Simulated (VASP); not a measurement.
# Ba (Im-3m) in VASP: further runs

Aim: see how the results for Ba move with the level of theory and the settings. Levels: LDA, PBE. Tasks: single point.

All numbers are computed with VASP 6.6.1; they aren't measurements. Logs are shortened: lines on timing, memory, paths and dates and some standing lists are left out, and cuts for length are marked.

## 1. The cell of the first run

It takes space group Im-3m (No. 229, cubic). Conventional cell: a = 5.000 Å, b = 5.000 Å, c = 5.000 Å, α = 90.00°, β = 90.00°, γ = 90.00°. Within 5.7 Å of Ba (site symmetry m-3m) lie 14 Ba at 4.33 to 5.00 Å.

## 2. Single point, LDA

INCAR

```
SYSTEM = Ba
  ALGO = Normal
  EDIFF = 1E-6
  ENCUT = 520
  GGA = CA
  ISIF = 2
  ISMEAR = -1
  LASPH = .True.
  LCHARG = .False.
  LREAL = .False.
  LWAVE = .False.
  NBANDS = 11
  NELM = 60
  PREC = Accurate
  SIGMA = 0.05
```

KPOINTS

```
k-points
0
Gamma
  10 10 10
  0 0 0
```

POSCAR

```
Ba
1.0
   -2.5000000000      2.5000000000      2.5000000000
    2.5000000000     -2.5000000000      2.5000000000
    2.5000000000      2.5000000000     -2.5000000000
Ba
1
Direct
    0.0000000000      0.0000000000      0.0000000000
```

Potentials or basis: VASP PAW LDA potentials, release 64 (Ba_sv).

On the command line:

```
$ cat potpaw_LDA.64/Ba_sv/POTCAR > POTCAR
$ mpirun -np 1 vasp_std > vasp.out
```

OUTCAR:

```text
SYSTEM = Ba
   EDIFF = 1E-6
   ENCUT = 520
   GGA = CA
   ISIF = 2
   ISMEAR = -1
   LASPH = .True.
   LREAL = .False.
   NELM = 60
   PREC = Accurate

 ion  position               nearest neighbor table
   1  0.000  0.000  0.000-

  LATTYP: Found a body centered cubic cell.
 ALAT       =     5.0000000000

  Lattice vectors:

 A1 = (  -2.5000000000,   2.5000000000,   2.5000000000)
 A2 = (   2.5000000000,  -2.5000000000,   2.5000000000)
 A3 = (   2.5000000000,   2.5000000000,  -2.5000000000)

Analysis of symmetry for initial positions (statically):
=====================================================================
 Subroutine PRICEL returns:
 Original cell was already a primitive cell.

 Routine SETGRP: Setting up the symmetry group for a
 body centered cubic supercell.

 Subroutine GETGRP returns: Found 48 space group operations
 (whereof 48 operations were pure point group operations)
 out of a pool of 48 trial point group operations.

The static configuration has the point symmetry O_h .

Analysis of symmetry for dynamics (positions and initial velocities):
=====================================================================
 Subroutine PRICEL returns:
 Original cell was already a primitive cell.

 Routine SETGRP: Setting up the symmetry group for a
 body centered cubic supercell.

 Subroutine GETGRP returns: Found 48 space group operations
 (whereof 48 operations were pure point group operations)
 out of a pool of 48 trial point group operations.

The dynamic configuration has the point symmetry O_h .

 Subroutine INISYM returns: Found 48 space group operations
 (whereof 48 operations are pure point group operations),
 and found     1 'primitive' translations

----------------------------------------------------------------------------------------

                                     Primitive cell

  volume of cell :      62.5000

  direct lattice vectors                    reciprocal lattice vectors
    -2.500000000  2.500000000  2.500000000     0.000000000  0.200000000  0.200000000
     2.500000000 -2.500000000  2.500000000     0.200000000  0.000000000  0.200000000
     2.500000000  2.500000000 -2.500000000     0.200000000  0.200000000  0.000000000

  length of vectors
     4.330127019  4.330127019  4.330127019     0.282842712  0.282842712  0.282842712

  position of ions in fractional coordinates (direct lattice)
     0.000000000  0.000000000  0.000000000

  ion indices of the primitive-cell ions
   primitive index   ion index
                 1           1

----------------------------------------------------------------------------------------

 KPOINTS: k-points

Automatic generation of k-mesh.
 Grid dimensions read from file:
 generate k-points for:   10   10   10

 Generating k-lattice:

  Cartesian coordinates                     Fractional coordinates (reciprocal lattice)
     0.000000000  0.020000000  0.020000000     0.100000000  0.000000000  0.000000000
     0.020000000  0.000000000  0.020000000     0.000000000  0.100000000  0.000000000
     0.020000000  0.020000000  0.000000000     0.000000000  0.000000000  0.100000000

  Length of vectors
     0.028284271  0.028284271  0.028284271

  Shift w.r.t. Gamma in fractional coordinates (k-lattice)
     0.000000000  0.000000000  0.000000000

 Subroutine IBZKPT returns following result:
 ===========================================

 Found     47 irreducible k-points:

 Following reciprocal coordinates:
            Coordinates               Weight
  0.000000  0.000000  0.000000      1.000000
  0.100000  0.000000  0.000000     12.000000
  0.200000  0.000000  0.000000     12.000000
  0.300000  0.000000  0.000000     12.000000
  0.400000  0.000000  0.000000     12.000000
  0.500000  0.000000  0.000000      6.000000
[... 16 lines left out ...]
  0.300000  0.300000  0.100000      8.000000
 -0.300000  0.300000  0.100000     24.000000
 [... further k-points ...]
   k-points           NKPTS =     47   k-points in BZ     NKDIM =     47   number of bands    NBANDS=     11
   number of dos      NEDOS =    301   number of ions     NIONS =      1
   total plane-waves  NPLWV =  32768
   dimension x,y,z NGX =    32 NGY =   32 NGZ =   32
   dimension x,y,z NGXF=    64 NGYF=   64 NGZF=   64
   ions per type =               1
   NGX,Y,Z   is equivalent  to a cutoff of  12.29, 12.29, 12.29 a.u.
   NGXF,Y,Z  is equivalent  to a cutoff of  24.57, 24.57, 24.57 a.u.
 SYSTEM =  Ba
   PREC   = accura    normal or accurate (medium, high low for compatibility)
   ISTART =      0    job   : 0-new  1-cont  2-samecut
   ICHARG =      2    charge: 1-file 2-atom 10-const
   ISPIN  =      1    spin polarized calculation?
   LNONCOLLINEAR =      F non collinear calculations
   LSORBIT =      F    spin-orbit coupling
   LASPH  =      T    aspherical Exc in radial PAW
   ENCUT  =  520.0 eV  38.22 Ry    6.18 a.u.   8.05  8.05  8.05*2*pi/ulx,y,z
   NELM   =     60;   NELMIN=  2; NELMDL= -5     # of ELM steps
   EDIFF  = 0.1E-05   stopping-criterion for ELM
   LREAL  =      F    real-space projection
   EDIFFG = 0.1E-04   stopping-criterion for IOM
   NSW    =      0    number of steps for IOM
   IBRION =     -1    ionic relax: 0-MD 1-quasi-New 2-CG
   NFREE  =      0    steps in history (QN), initial steepest desc. (CG)
   ISIF   =      2    stress and relaxation
   ISYM   =      2    0-nonsym 1-usesym 2-fastsym
   POTIM  = 0.5000    time-step for ionic-motion
   TEBEG  =    0.0;   TEEND  =   0.0 temperature during run
   PSTRESS=    0.0 pullay stress
   NELECT =      10.0000    total number of electrons
   NUPDOWN=      -1.0000    fix difference up-down
   EMIN   =  10.00;   EMAX   =-10.00  energy-range for DOS
   EFERMI =   0.00;   METHOD = LEGACY
   ISMEAR =    -1;   SIGMA  =   0.05  broadening in eV -4-tet -1-fermi 0-gaus
   EFERMI_NEDOS =   21; number of points for ismear=-14 and -15
   IALGO  =     38    algorithm
   IMIX   =      4    mixing-type and parameters
     AMIX     =   0.40;   BMIX     =  1.00
     AMIX_MAG =   1.60;   BMIX_MAG =  1.00
  volume/ion in A,a.u.               =      62.50       421.77
  Fermi-wavevector in a.u.,A,eV,Ry     =   0.888754  1.679501 10.747016  0.789883
  Thomas-Fermi vector in A             =   2.010225
   LORBIT       =      0    0 simple, 1 ext, 2 COOP (PROOUT), +10 PAW based schemes
   GGA     = CA    functional components
   LHFCALC =     F    Hartree Fock is set to
   AEXX    =    0.0000 exact exchange contribution
   IVDW    =     0    specifies the selected vdW correction
   LEPSILON=     F    determine dielectric tensor
   LRPA    =     F    only Hartree local field effects (RPA)
 non-spin polarized calculation
  energy-cutoff  :      520.00
  volume of cell :       62.50
 maximum number of plane-waves:      1721
   NGX = 17   NGY = 17   NGZ = 17

 number of electron      10.0000000 magnetization

 number of electron       9.9999999 magnetization

 Free energy of the ion-electron system (eV)
  ---------------------------------------------------
  ext. energy  EPLUGINS =         0.00000000
  ---------------------------------------------------
  free energy    TOTEN  =        -2.22025930 eV

  energy without entropy =       -2.20919556  energy(sigma->0) =       -2.21472743

 E-fermi :   1.4414     XC(G=0):  -7.6420

 val. band max:        1.4330390473   @ k =  -0.4000   0.4000   0.3000
 cond. band min:       1.4529542760   @ k =  -0.4000  -0.4000   0.1000
 fundamental gap:      0.0199152287
 Fermi energy:         1.4413986312

 k-point     1 :       0.0000    0.0000    0.0000
  band No.  band energies     occupation
      1     -27.3539      2.00000
      2     -12.3102      2.00000
      3     -12.3102      2.00000
      4     -12.3102      2.00000
      5      -1.3042      2.00000
      6       3.2146      0.00000
      7       3.2146      0.00000
      8       3.2146      0.00000
      9       4.6804      0.00000
     10       4.6804      0.00000
     11       8.4584      0.00000

 k-point     2 :       0.1000    0.0000    0.0000
  band No.  band energies     occupation
      1     -27.3495      2.00000
      2     -12.3597      2.00000
      3     -12.3254      2.00000
      4     -12.3104      2.00000
      5      -1.1149      2.00000
      6       3.0671      0.00000
      7       3.1338      0.00000
      8       3.4081      0.00000
      9       4.4570      0.00000
     10       4.6703      0.00000
     11       8.6658      0.00000

 k-point     3 :       0.2000    0.0000    0.0000
  band No.  band energies     occupation
      1     -27.3381      2.00000
      2     -12.4855      2.00000
      3     -12.3649      2.00000
      4     -12.3112      2.00000
      5      -0.6042      2.00000
      6       2.7367      0.00000
      7       2.7975      0.00000
      8       3.9748      0.00000
      9       4.3427      0.00000
     10       4.6912      0.00000
     11       8.9463      0.00000

 k-point     4 :       0.3000    0.0000    0.0000
  band No.  band energies     occupation
      1     -27.3240      2.00000
      2     -12.6341      2.00000
      3     -12.4130      2.00000
      4     -12.3122      2.00000
      5       0.0327      2.00000
      6       2.4019      0.00000
      7       2.4669      0.00000
      8       4.5242      0.00000
      9       4.8210      0.00000
     10       4.8677      0.00000
     11       8.3949      0.00000
[... 239 lines left out ...]
 k-point    22 :      -0.2000    0.2000    0.1000
  band No.  band energies     occupation
      1     -27.3342      2.00000
      2     -12.4861      2.00000
      3     -12.3811      2.00000
      4     -12.3492      2.00000
      5      -0.4327      2.00000
      6       2.8397      0.00000
      7       2.8872      0.00000
      8       3.6810      0.00000
      9       3.9038      0.00000
     10       5.1080      0.00000
     11       9.1573      0.00000

 k-point    23 :       0.3000    0.3000    0.1000
  band No.  band energies     occupation
      1     -27.3048      2.00000
      2     -12.6174      2.00000
      3     -12.6174      2.00000
      4     -12.4142      2.00000
      5       1.5892      0.09898
      6       2.0626      0.00001
      7       2.0626      0.00001
      8       5.1689      0.00000
      9       5.1689      0.00000
     10       5.6308      0.00000
     11       8.0751      0.00000

 k-point    24 :      -0.3000    0.3000    0.1000
  band No.  band energies     occupation
      1     -27.3204      2.00000
      2     -12.6273      2.00000
      3     -12.4299      2.00000
      4     -12.3484      2.00000
      5       0.1964      2.00000
      6       2.3952      0.00000
      7       2.5769      0.00000
      8       3.9219      0.00000
      9       4.7923      0.00000
     10       5.1796      0.00000
     11       8.2415      0.00000

 [... further k-points ...]

------------------------ aborting loop because EDIFF is reached ----------------------------------------

  FORCE on cell =-STRESS in cart. coord.  units (eV):
  Direction    XX          YY          ZZ          XY          YZ          ZX
  --------------------------------------------------------------------------------------
  -------------------------------------------------------------------------------------
  Total       -0.4561303     -0.4561303     -0.4561303      0.0000000      0.0000000      0.0000000
  in kB      -11.6928270    -11.6928270    -11.6928270      0.0000000      0.0000000      0.0000000
  external PRESSURE =     -11.6928270 kB  Pullay stress =       0.0000000 kB

 VOLUME and BASIS-vectors are now :
 -----------------------------------------------------------------------------
  energy-cutoff  :      520.00
  volume of cell :       62.50
      direct lattice vectors                 reciprocal lattice vectors
    -2.500000000  2.500000000  2.500000000     0.000000000  0.200000000  0.200000000
     2.500000000 -2.500000000  2.500000000     0.200000000  0.000000000  0.200000000
     2.500000000  2.500000000 -2.500000000     0.200000000  0.200000000  0.000000000

 POSITION                                       TOTAL-FORCE (eV/Angst)
 -----------------------------------------------------------------------------------
      0.00000      0.00000      0.00000         0.000000      0.000000     -0.000000
 -----------------------------------------------------------------------------------
    total drift:                               -0.000000      0.000000     -0.000000

  FREE ENERGIE OF THE ION-ELECTRON SYSTEM (eV)
  ---------------------------------------------------
  free  energy   TOTEN  =        -2.2202593014 eV

  energy  without entropy=       -2.2091955587  energy(sigma->0) =       -2.21472743
```

It took 16 s on 1 thread of AMD EPYC 7R13 (Zen 3), shared host; peak memory 0.13 GiB.

What came out:

| Property | Result |
| --- | --- |
| Free energy | -2.2203 eV |
| Pressure | -1.2 GPa |
| Band gap on the k mesh | zero (bands 5 and 6 overlap by 0.87 eV) |

Caveat: spin-orbit coupling is left out, which moves the levels of the heavy elements.

## 3. Single point, PBE

INCAR

```
SYSTEM = Ba
  PREC = Accurate
  ENCUT = 520
  EDIFF = 1E-7
  ISMEAR = -1
  SIGMA = 0.05
  LREAL = .False.
  LASPH = .True.
  NELM = 60
  ALGO = Normal
  ISIF = 2
  LWAVE = .False.
  LCHARG = .False.
  GGA = PE
  NBANDS = 11
```

KPOINTS

```
Automatic mesh
0
Gamma
  10 10 10
  0 0 0
```

POSCAR is that of step 2.

Potentials or basis: VASP PAW PBE potentials, release 64 (Ba_sv).

On the command line:

```
$ cat potpaw_PBE.64/Ba_sv/POTCAR > POTCAR
$ mpirun -np 1 vasp_std > vasp.out
```

It took 20 s on 1 thread of AMD EPYC 7R13 (Zen 3), shared host; peak memory 0.15 GiB.

It converged, with:

* Free energy: -1.9117 eV
* Pressure: 0.2 GPa
* Band gap on the k mesh: zero (bands 5 and 6 overlap by 0.89 eV)

Levels at points of the mesh, in eV from the Fermi level:
```tsv
k point	band 3	band 4	band 5	band 6	band 7	band 8
(0.00, 0.00, 0.00)	-13.80	-13.80	-2.74	1.85	1.85	1.85
(0.50, 0.00, 0.00)	-13.96	-13.81	-0.88	0.70	1.28	3.24
(0.50, 0.50, 0.50)	-14.13	-14.13	-0.54	-0.54	4.41	4.41
```

Caveat: spin-orbit coupling is left out, which moves the levels of the heavy elements.

## 4. Single point, LDA

INCAR

```
SYSTEM = Ba
PREC = Accurate
ENCUT = 520
EDIFF = 1E-6
ISMEAR = -4
SIGMA = 0.1
LREAL = .FALSE.
LASPH = .TRUE.
NELM = 80
ALGO = Normal
ISIF = 2
LWAVE = .FALSE.
LCHARG = .FALSE.
NBANDS = 11
```

KPOINTS

```
Automatic mesh
0
Gamma
  10 10 10
  0.5 0.5 0.5
```

POSCAR is that of step 3.

Potentials or basis: VASP PAW LDA potentials, release 64 (Ba_sv).

On the command line:

```
$ cat potpaw_LDA.64/Ba_sv/POTCAR > POTCAR
$ mpirun -np 1 vasp_std > vasp.out
```

Wall time 18 s (1 thread of AMD EPYC 7R13 (Zen 3), shared host); peak memory 0.13 GiB.

Results (log left out):

* Free energy: -2.2018 eV
* Pressure: -1.1 GPa
* Band gap on the k mesh: zero (bands 5 and 6 overlap by 1.01 eV)

Levels at points of the mesh, in eV from the Fermi level:
| k point | band 2 | band 3 | band 4 | band 5 | band 6 | band 7 | band 8 | band 9 |
| --- | --- | --- | --- | --- | --- | --- | --- | --- |
| (0.05, 0.05, 0.05) | -13.80 | -13.73 | -13.73 | -2.44 | 1.60 | 1.60 | 2.14 | 3.13 |

Caveat: spin-orbit coupling is left out, which moves the levels of the heavy elements.

## 5. The runs side by side

```tsv
level	potentials or basis	k mesh	smearing	gap on the mesh (eV)	pressure (GPa)
LDA	VASP PAW LDA potentials, release 64 (Ba_sv)	10 × 10 × 10	fermi-dirac 0.05 eV	none	-1.2
PBE	VASP PAW PBE potentials, release 64 (Ba_sv)	10 × 10 × 10	fermi-dirac 0.05 eV	none	0.2
LDA	VASP PAW LDA potentials, release 64 (Ba_sv)	10 × 10 × 10, shifted	tetrahedron	none	-1.1
```

Alike in all rows: task single point; no spin polarisation; cell as given; cutoff (eV) 520.

Caveats: spin-orbit coupling is left out, which moves the levels of the heavy elements.

Total energies depend on the potentials used, so only differences within one code and one set of settings carry meaning.
